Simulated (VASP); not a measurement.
Here is a VASP 6.6.1 calculation.

The input INCAR:

```
ALGO     = Normal         # electronic algorithm
EDIFF    = 1E-8           # SCF threshold, eV
ENCUT    = 520            # plane-wave cutoff, eV
IBRION   = 8              # ionic algorithm
ISIF     = 2              # what is computed and relaxed
ISMEAR   = 0              # smearing method
LASPH    = T              # aspherical terms in the spheres
LCHARG   = F              # write CHGCAR
LEPSILON = T              # dielectric tensor by DFPT
LREAL    = F              # projectors in reciprocal space
LWAVE    = F              # write WAVECAR
NELM     = 60             # most SCF steps
NSW      = 1              # ionic steps
PREC     = Accurate       # precision mode
SIGMA    = 0.01           # smearing width, eV
```

Contents of KPOINTS:

```
k-points
0
Gamma
  9 9 4
```

File POSCAR:

```
AlN
1.0
    3.0887068565      0.0000000000      0.0000000000
   -1.5443534282      2.6748986026      0.0000000000
    0.0000000000      0.0000000000      4.9430277477
Al N
2 2
Direct
    0.6666666667      0.3333333333      0.4990058142
    0.3333333333      0.6666666667      0.9990058142
    0.6666666667      0.3333333333      0.8809941858
    0.3333333333      0.6666666667      0.3809941858
```

Potentials or basis: VASP PAW LDA potentials, release 64 (Al, N).

Command:

```console
$ cat potpaw_LDA.64/Al/POTCAR potpaw_LDA.64/N/POTCAR > POTCAR
$ mpirun -np 1 vasp_std > vasp.out
```

**Question.** What does it give for the electronic dielectric tensor (diagonal)?

**Answer.** 4.40, 4.40, 4.62.

**Question.** Predict the Born charges (mean of the diagonal).

**Answer.** Al +2.56; N -2.56 e.

**Question.** What does it give for the highest phonon frequency at Γ, LO-TO splitting left out?

**Answer.** 735 cm⁻¹.

Electronic dielectric tensor:
```
4.40 0.00 0.00
0.00 4.40 0.00
0.00 0.00 4.62
```
